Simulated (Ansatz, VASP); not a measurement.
Two plane-wave programs on C

The input INCAR:

```
ALGO = Normal
EDIFF = 1E-6
ENCUT = 520
GGA = PS
ISIF = 2
ISMEAR = 0
IVDW = 12
LASPH = T
LCHARG = T
LELF = T
LREAL = F
LVHAR = T
LWAVE = F
NBANDS = 11
NELM = 80
PREC = Accurate
SIGMA = 0.03
```

The input KPOINTS:

```
k-points
0
Gamma
  16 16 16
```

File POSCAR:

```
C
1.0
    0.0000000000      2.0894413751      3.2641567761
    1.2071379834      0.0000000000      3.2641567761
    1.2071379834      2.0894413751      0.0000000000
C
2
Direct
    0.1667066167      0.8332933833      0.1667066167
    0.8332933833      0.1667066167      0.8332933833
```

Input for Ansatz:

```yaml
crystal:
  lattice:
    - [0.0, 2.0894413751, 3.2641567761]
    - [1.2071379834, 0.0, 3.2641567761]
    - [1.2071379834, 2.0894413751, 0.0]
  atoms:
    - { symbol: C, position: [0.1667066167, 0.8332933833, 0.1667066167] }
    - { symbol: C, position: [0.8332933833, 0.1667066167, 0.8332933833] }
basis:
  ecutwfc: 520.0
kpoints:
  mp_grid: { grid: [16, 16, 16] }
hamiltonian:
  xc: pbesol
  pseudopotentials: { kind: paw, azcp: { folder: soft_1 } }
  dispersion: d3bj
scf:
  occupations: { method: gaussian, width: 0.03 }
output:
  forces: true
  stress: true
  eigenvalues: true
```

Alike in both runs: task single point; functional PBEsol; dispersion D3(BJ); k mesh 16 × 16 × 16; occupations gaussian, width 0.03 eV; no spin polarisation.

|  | VASP | Ansatz |
| --- | --- | --- |
| version | VASP 6.6.1 | Ansatz 0.2.0 |
| potentials or method | VASP PAW PBE potentials, release 64 (C), cutoff 520 eV | scalar-relativistic, plane waves, PAW |
| valence electrons in the cell | 8 | 8 |

VASP gave:

```
gap on the k mesh at the Fermi level (eV)                     : 0.13
least direct gap on the mesh (eV)                             : 0.16
pressure (GPa)                                                : 19.1
traceless stress, the component that is largest in VASP (GPa) : -18.35
rms of the force components (eV/Å)                            : 0.016
```

Problem. Which values does Ansatz return?

Solution. gap on the k mesh at the Fermi level (eV): 0.13; least direct gap on the mesh (eV): 0.16; pressure (GPa): 18.3; traceless stress, the component that is largest in VASP (GPa): -17.45; rms of the force components (eV/Å): 0.016.

VASP's potentials were made for PBE, not for PBEsol, and Ansatz warns of the same on its side. Atom by atom the forces differ by 0.000 eV/Å (rms over components).
